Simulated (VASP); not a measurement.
CuO, 4 atoms in the cell. The typed cell holds 4 atoms: a = 2.899 Å, b = 2.899 Å, c = 5.211 Å, α = 89.81°, β = 89.81°, γ = 89.22°. 

| Quantity | Value |
| --- | --- |
| Program | VASP 6.6.1 |
| Task | single point |
| Functional | r2SCAN |
| Potentials or basis | VASP PAW PBE potentials, release 64 (Cu, O) |
| Cutoff | 520 eV |
| k mesh | 9 × 9 × 5 |
| Occupations | fermi-dirac, width 0.05 eV |
| Spin | no spin polarisation |
| Dipole correction | no |
| Further INCAR settings | ALGO = Normal; EDIFF = 1e-06; NBANDS = 25 |

Potentials or basis: VASP PAW PBE potentials, release 64 (Cu, O).

The run is started by

```console
$ cat potpaw_PBE.64/Cu/POTCAR potpaw_PBE.64/O/POTCAR > POTCAR
$ cp INCAR.step1 INCAR
$ mpirun -np 1 vasp_std > vasp.out
$ cp INCAR.step2 INCAR
$ mpirun -np 1 vasp_std > vasp.out
```

Hardware: 1 thread of Intel Xeon 8259CL, on a shared host.

Question: How long does it take, and how much memory?

Answer: It took 16 min on 1 thread of Intel Xeon 8259CL, on a shared host, peak memory 0.31 GiB. Counts: k points 203.
